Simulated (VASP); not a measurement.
Here is a VASP 6.6.1 calculation.

Contents of INCAR:

```
PREC = Accurate ; ENCUT = 520
EDIFF = 1E-7 ; ISMEAR = 0
SIGMA = 0.05 ; LREAL = Auto
LASPH = T ; NELM = 150
ALGO = Normal ; ISIF = 2
LWAVE = F ; LCHARG = T
ISPIN = 2 ; MAGMOM = 0 0 0 0 0 0 0 0 0 0 0 0 0 0 0 0 0 0 0
LORBIT = 11 ; GGA = PE
IVDW = 12 ; LELF = T
LVHAR = T ; NBANDS = 56
```

File KPOINTS:

```
regular mesh
0
Gamma
  2 2 1
```

POSCAR

```
AlC18
1.0
    7.3980000000      0.0000000000      0.0000000000
   -3.6990000000      6.4068560000      0.0000000000
    0.0000000000      0.0000000000     11.0000000000
C Al
18 1
Direct
   -0.0044192072     -0.0077946188      0.0893192727
    0.2177961761      0.1034271724      0.0887025455
   -0.0030726524      0.3262291208      0.0898420909
    0.2186092252      0.4378759254      0.0899206364
   -0.0031016308      0.6595209881      0.0897215455
    0.2185063880      0.7693609783      0.0893776364
    0.3298446835     -0.0084993326      0.0887904545
    0.5534994053      0.1036622331      0.0897669091
    0.3299565294      0.3272277385      0.0896614545
    0.5533290220      0.4385853217      0.0904744545
    0.3302700539      0.6595325383      0.0897878182
    0.5525018712      0.7706566216      0.0898667273
    0.6640982598     -0.0076155918      0.0899882727
    0.8858074386      0.1040079565      0.0897671818
    0.6648511670      0.3269291521      0.0905183636
    0.8866174861      0.4377207791      0.0903642727
    0.6640054481      0.6603839699      0.0903579091
    0.8857899754      0.7706180691      0.0897288182
    0.3928963636      0.1746170040      0.2883619091
```

Potentials or basis: VASP PAW PBE potentials, release 64 (C, Al).

Run with:

```sh
$ cat potpaw_PBE.64/C/POTCAR potpaw_PBE.64/Al/POTCAR > POTCAR
$ mpirun -np 1 vasp_std > vasp.out
```

Problem. Estimate the largest force.

Solution. 0.106 eV/Å.

Problem. Predict the net moment.

Solution. 0.00 μB per cell.

Problem. What does it give for the dispersion energy per atom?

Solution. -0.095 eV.

Forces in eV/Å, atoms in the order of the input:
```
C    0.002 -0.005  0.002
C    0.001  0.002  0.011
C    0.004 -0.002  0.003
C    0.002 -0.007  0.000
C   -0.001 -0.003 -0.001
C   -0.004 -0.007  0.001
C   -0.014  0.011  0.023
C   -0.014  0.001  0.011
C   -0.004  0.000  0.005
C   -0.006 -0.012  0.002
C   -0.006 -0.003 -0.001
C    0.001 -0.007 -0.002
C    0.001 -0.007 -0.003
C    0.000  0.000  0.004
C   -0.009 -0.006  0.006
C   -0.003 -0.006 -0.002
C   -0.006 -0.009 -0.003
C   -0.003 -0.008  0.002
Al   0.059  0.067 -0.056
```

Caveat: the k points lie up to 0.49 Å⁻¹ apart.
